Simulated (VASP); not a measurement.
# BaTiO3 in VASP: single point with PBE

Aim: the single point of BaTiO3 with PBE.

Everything below comes from runs of VASP 6.6.1. Logs are shortened: lines on timing, memory, paths and dates and some standing lists are left out, and cuts for length are marked.

## (1) The cell of the first run

The typed cell holds 5 atoms: a = 4.060 Å, b = 4.060 Å, c = 4.060 Å, α = 89.70°, β = 90.30°, γ = 90.30°.

## (2) Single point, PBE

INCAR reads:

```
SYSTEM = BaTiO3
PREC = Accurate ; ENCUT = 520
EDIFF = 1E-6 ; ISMEAR = -1
SIGMA = 0.05 ; LREAL = .FALSE.
LASPH = .TRUE. ; NELM = 80
ALGO = Normal ; ISIF = 2
LWAVE = .FALSE. ; LCHARG = .FALSE.
GGA = PE ; NBANDS = 28
```

KPOINTS reads:

```
Automatic mesh
0
G
  7 7 7
  0 0 0
```

POSCAR reads:

```
BaTiO3
1.0
    4.0601039439     -0.0105833501     -0.0105683867
   -0.0105833501      4.0597079127      0.0105359657
   -0.0105683867      0.0105359657      4.0596176154
Ba Ti O
1 1 3
Direct
    0.4907934206      0.5091882285      0.5091789024
    0.9765121277      0.0234377214      1.0234298047
    0.5180097282     -0.0073154217     -0.0073189984
    0.0073411061      0.4820301139     -0.0073339376
    0.0073436174      0.9926593579      0.4820442389
```

Potentials or basis: VASP PAW PBE potentials, release 64 (Ba_sv, Ti_sv, O).

Command:

```
> cat potpaw_PBE.64/Ba_sv/POTCAR potpaw_PBE.64/Ti_sv/POTCAR potpaw_PBE.64/O/POTCAR > POTCAR
> mpirun -np 1 vasp_std > vasp.out
```

OUTCAR:

```text
SYSTEM = BaTiO3
   PREC = Accurate
   ENCUT = 520
   EDIFF = 1E-6
   ISMEAR = -1
   LREAL = .FALSE.
   LASPH = .TRUE.
   NELM = 80
   ISIF = 2
   GGA = PE

 ion  position               nearest neighbor table
   1  0.491  0.509  0.509-   5 2.78   4 2.78   3 2.78   3 2.87   4 2.87   3 2.87   5 2.87   5 2.87
                             4 2.87   3 2.98   4 2.98   5 2.98   2 3.43   2 3.48   2 3.48   2 3.48
   2  0.977  0.023  0.023-   3 1.87   4 1.87   5 1.87   5 2.21   4 2.21   3 2.21   1 3.43   1 3.48
                             1 3.48   1 3.48   1 3.54   1 3.54   1 3.54   1 3.63
   3  0.518  0.993  0.993-   2 1.87   2 2.21   1 2.78   1 2.87   1 2.87   1 2.98
   4  0.007  0.482  0.993-   2 1.87   2 2.21   1 2.78   1 2.87   1 2.87   1 2.98
   5  0.007  0.993  0.482-   2 1.87   2 2.21   1 2.78   1 2.87   1 2.87   1 2.98

  LATTYP: Found a base centered monoclinic cell.
 ALAT       =    17.1904742910
 B/A-ratio  =     0.3331106482
 C/A-ratio  =     0.2361849605
 COS(beta)  =    -0.9422759324

  Lattice vectors:

 A1 = (  -8.1096245377,  -4.0385412125,   0.0106008077)
 A2 = (  -8.1096395011,   0.0106307345,  -4.0384808420)
 A3 = (   4.0601039439,  -0.0105833501,  -0.0105683867)

Analysis of symmetry for initial positions (statically):
=====================================================================
 Subroutine PRICEL returns:
 Original cell was already a primitive cell.

 Routine SETGRP: Setting up the symmetry group for a
 base centered monoclinic supercell.

 Subroutine GETGRP returns: Found  1 space group operations
 (whereof  1 operations were pure point group operations)
 out of a pool of  4 trial point group operations.

The static configuration has the point symmetry C_1 .

Analysis of symmetry for dynamics (positions and initial velocities):
=====================================================================
 Subroutine PRICEL returns:
 Original cell was already a primitive cell.

 Routine SETGRP: Setting up the symmetry group for a
 base centered monoclinic supercell.

 Subroutine GETGRP returns: Found  1 space group operations
 (whereof  1 operations were pure point group operations)
 out of a pool of  4 trial point group operations.

The dynamic configuration has the point symmetry C_1 .

 Subroutine INISYM returns: Found  1 space group operations
 (whereof  1 operations are pure point group operations),
 and found     1 'primitive' translations

----------------------------------------------------------------------------------------

                                     Primitive cell

  volume of cell :      66.9127

  direct lattice vectors                    reciprocal lattice vectors
     4.060103944 -0.010583350 -0.010568387     0.246302447  0.000640432  0.000639536
    -0.010583350  4.059707913  0.010535966     0.000640432  0.246326464 -0.000637626
    -0.010568387  0.010535966  4.059617615     0.000639536 -0.000637626  0.246331939

  length of vectors
     4.060131492  4.059735379  4.059645044     0.246304110  0.246328122  0.246333594

  position of ions in fractional coordinates (direct lattice)
     0.490793421  0.509188229  0.509178902
     0.976512128  0.023437721  0.023429805
     0.518009728  0.992684578  0.992681002
     0.007341106  0.482030114  0.992666062
     0.007343617  0.992659358  0.482044239

  ion indices of the primitive-cell ions
   primitive index   ion index
                 1           1
                 2           2
                 3           3
                 4           4
                 5           5

----------------------------------------------------------------------------------------

 KPOINTS: Automatic mesh

Automatic generation of k-mesh.
 Grid dimensions read from file:
 generate k-points for:    7    7    7

 Generating k-lattice:

  Cartesian coordinates                     Fractional coordinates (reciprocal lattice)
     0.035186064  0.000091490  0.000091362     0.142857143  0.000000000  0.000000000
     0.000091490  0.035189495 -0.000091089    -0.000000000  0.142857143  0.000000000
     0.000091362 -0.000091089  0.035190277     0.000000000  0.000000000  0.142857143

  Length of vectors
     0.035186301  0.035189732  0.035190513

  Shift w.r.t. Gamma in fractional coordinates (k-lattice)
     0.000000000  0.000000000  0.000000000

 Subroutine IBZKPT returns following result:
 ===========================================

 Found    172 irreducible k-points:

 Following reciprocal coordinates:
            Coordinates               Weight
  0.000000  0.000000  0.000000      1.000000
  0.142857 -0.000000  0.000000      2.000000
  0.285714 -0.000000  0.000000      2.000000
  0.428571 -0.000000  0.000000      2.000000
 -0.000000  0.142857  0.000000      2.000000
  0.000000 -0.000000 -0.142857      2.000000
[... 16 lines left out ...]
  0.285714  0.285714 -0.000000      2.000000
 -0.285714 -0.000000 -0.285714      2.000000
 [... further k-points ...]
   k-points           NKPTS =    172   k-points in BZ     NKDIM =    172   number of bands    NBANDS=     28
   number of dos      NEDOS =    301   number of ions     NIONS =      5
   total plane-waves  NPLWV =  27000
   dimension x,y,z NGX =    30 NGY =   30 NGZ =   30
   dimension x,y,z NGXF=    60 NGYF=   60 NGZF=   60
   ions per type =               1   1   3
   NGX,Y,Z   is equivalent  to a cutoff of  12.28, 12.28, 12.29 a.u.
   NGXF,Y,Z  is equivalent  to a cutoff of  24.57, 24.57, 24.57 a.u.
 SYSTEM =  BaTiO3
   PREC   = accura    normal or accurate (medium, high low for compatibility)
   ISTART =      0    job   : 0-new  1-cont  2-samecut
   ICHARG =      2    charge: 1-file 2-atom 10-const
   ISPIN  =      1    spin polarized calculation?
   LNONCOLLINEAR =      F non collinear calculations
   LSORBIT =      F    spin-orbit coupling
   LASPH  =      T    aspherical Exc in radial PAW
   ENCUT  =  520.0 eV  38.22 Ry    6.18 a.u.   7.55  7.55  7.55*2*pi/ulx,y,z
   NELM   =     80;   NELMIN=  2; NELMDL= -5     # of ELM steps
   EDIFF  = 0.1E-05   stopping-criterion for ELM
   LREAL  =      F    real-space projection
   EDIFFG = 0.1E-04   stopping-criterion for IOM
   NSW    =      0    number of steps for IOM
   IBRION =     -1    ionic relax: 0-MD 1-quasi-New 2-CG
   NFREE  =      0    steps in history (QN), initial steepest desc. (CG)
   ISIF   =      2    stress and relaxation
   ISYM   =      2    0-nonsym 1-usesym 2-fastsym
   POTIM  = 0.5000    time-step for ionic-motion
   TEBEG  =    0.0;   TEEND  =   0.0 temperature during run
   PSTRESS=    0.0 pullay stress
   NELECT =      40.0000    total number of electrons
   NUPDOWN=      -1.0000    fix difference up-down
   EMIN   =  10.00;   EMAX   =-10.00  energy-range for DOS
   EFERMI =   0.00;   METHOD = LEGACY
   ISMEAR =    -1;   SIGMA  =   0.05  broadening in eV -4-tet -1-fermi 0-gaus
   EFERMI_NEDOS =   21; number of points for ismear=-14 and -15
   IALGO  =     38    algorithm
   IMIX   =      4    mixing-type and parameters
     AMIX     =   0.40;   BMIX     =  1.00
     AMIX_MAG =   1.60;   BMIX_MAG =  1.00
  volume/ion in A,a.u.               =      13.38        90.31
  Fermi-wavevector in a.u.,A,eV,Ry     =   1.379088  2.606099 25.876710  1.901885
  Thomas-Fermi vector in A             =   2.504090
   LORBIT       =      0    0 simple, 1 ext, 2 COOP (PROOUT), +10 PAW based schemes
   GGA     = PE    functional components
   LHFCALC =     F    Hartree Fock is set to
   AEXX    =    0.0000 exact exchange contribution
   IVDW    =     0    specifies the selected vdW correction
   LEPSILON=     F    determine dielectric tensor
   LRPA    =     F    only Hartree local field effects (RPA)
 non-spin polarized calculation
  energy-cutoff  :      520.00
  volume of cell :       66.91
 maximum number of plane-waves:      1821
 NGX is ok and might be reduce to    30
   NGX = 15   NGY = 15   NGZ = 15

 number of electron      40.0000002 magnetization

 Free energy of the ion-electron system (eV)
  ---------------------------------------------------
  ext. energy  EPLUGINS =         0.00000000
  ---------------------------------------------------
  free energy    TOTEN  =       -40.05476879 eV

  energy without entropy =      -40.05476879  energy(sigma->0) =      -40.05476879

 E-fermi :   4.6103     XC(G=0): -11.0076

 val. band max:        3.3745130107   @ k =  -0.4286   0.4286   0.4286
 cond. band min:       6.0120389453   @ k =   0.0000   0.0000   0.0000
 fundamental gap:      2.6375259346
 Fermi energy:         4.6103394388

 k-point     1 :       0.0000    0.0000    0.0000
  band No.  band energies     occupation
      1     -52.8622      2.00000
      2     -29.1180      2.00000
      3     -29.1158      2.00000
      4     -29.1156      2.00000
      5     -21.4692      2.00000
      6     -13.2780      2.00000
[... 20 lines left out ...]
     27       8.4919      0.00000
     28      10.3419      0.00000

 k-point     2 :       0.1429   -0.0000    0.0000
  band No.  band energies     occupation
      1     -52.8621      2.00000
      2     -29.1251      2.00000
      3     -29.1166      2.00000
      4     -29.1153      2.00000
      5     -21.4518      2.00000
      6     -13.2831      2.00000
[... 20 lines left out ...]
     27       8.8578      0.00000
     28      10.8179      0.00000

 k-point     3 :       0.2857   -0.0000    0.0000
  band No.  band energies     occupation
      1     -52.8617      2.00000
      2     -29.1433      2.00000
      3     -29.1160      2.00000
      4     -29.1146      2.00000
      5     -21.4122      2.00000
      6     -13.3443      2.00000
[... 20 lines left out ...]
     27       9.7730      0.00000
     28      11.6490      0.00000

 k-point     4 :       0.4286   -0.0000    0.0000
  band No.  band energies     occupation
      1     -52.8614      2.00000
      2     -29.1579      2.00000
      3     -29.1155      2.00000
      4     -29.1141      2.00000
      5     -21.3799      2.00000
      6     -13.4258      2.00000
[... 578 lines left out ...]
     27      10.1269      0.00000
     28      11.8104      0.00000

 k-point    23 :       0.2857    0.2857   -0.0000
  band No.  band energies     occupation
      1     -52.8612      2.00000
      2     -29.1430      2.00000
      3     -29.1405      2.00000
      4     -29.1143      2.00000
      5     -21.3663      2.00000
      6     -13.1925      2.00000
[... 20 lines left out ...]
     27      11.0421      0.00000
     28      11.7880      0.00000

 k-point    24 :      -0.2857   -0.0000   -0.2857
  band No.  band energies     occupation
      1     -52.8612      2.00000
      2     -29.1430      2.00000
      3     -29.1404      2.00000
      4     -29.1143      2.00000
      5     -21.3663      2.00000
      6     -13.1925      2.00000
[... 20 lines left out ...]
     27      11.0421      0.00000
     28      11.7880      0.00000

 [... further k-points ...]

------------------------ aborting loop because EDIFF is reached ----------------------------------------

  FORCE on cell =-STRESS in cart. coord.  units (eV):
  Direction    XX          YY          ZZ          XY          YZ          ZX
  --------------------------------------------------------------------------------------
  -------------------------------------------------------------------------------------
  Total        0.6531889      0.6535127      0.6535118      0.0102474     -0.0098916      0.0100029
  in kB       15.6401574     15.6479099     15.6478888      0.2453670     -0.2368473      0.2395137
  external PRESSURE =      15.6453187 kB  Pullay stress =       0.0000000 kB

 VOLUME and BASIS-vectors are now :
 -----------------------------------------------------------------------------
  energy-cutoff  :      520.00
  volume of cell :       66.91
      direct lattice vectors                 reciprocal lattice vectors
     4.060103944 -0.010583350 -0.010568387     0.246302447  0.000640432  0.000639536
    -0.010583350  4.059707913  0.010535966     0.000640432  0.246326464 -0.000637626
    -0.010568387  0.010535966  4.059617615     0.000639536 -0.000637626  0.246331939

 POSITION                                       TOTAL-FORCE (eV/Angst)
 -----------------------------------------------------------------------------------
      1.98190      2.06733      2.06725         0.024536     -0.024727     -0.024580
      3.96425      0.08506      0.08504         0.051612     -0.051387     -0.051481
      2.08218      4.03499      4.03489        -0.053688      0.011073      0.011266
      0.01421      1.96728      4.03485        -0.011223      0.053820      0.011264
      0.01422      4.03491      1.96730        -0.011237      0.011221      0.053530
 -----------------------------------------------------------------------------------
    total drift:                                0.000276     -0.000134     -0.000167

  FREE ENERGIE OF THE ION-ELECTRON SYSTEM (eV)
  ---------------------------------------------------
  free  energy   TOTEN  =       -40.0547687867 eV

  energy  without entropy=      -40.0547687867  energy(sigma->0) =      -40.05476879
```

Wall time 4 min (1 thread of Oxide Virtual Turin-like, shared host); peak memory 0.38 GiB.

Results:

| Property | Result |
| --- | --- |
| Free energy | -40.0548 eV |
| Pressure | 1.6 GPa |
| Largest force | 0.089 eV/Å |
| Band gap on the k mesh | 2.64 eV (least direct gap 3.12 eV) |

Forces on the atoms (eV/Å):
```
Ba   0.025 -0.025 -0.025
Ti   0.052 -0.051 -0.051
O   -0.054  0.011  0.011
O   -0.011  0.054  0.011
O   -0.011  0.011  0.054
```

Caveat: spin-orbit coupling is left out, which moves the levels of the heavy elements. A k mesh can miss the band edges.
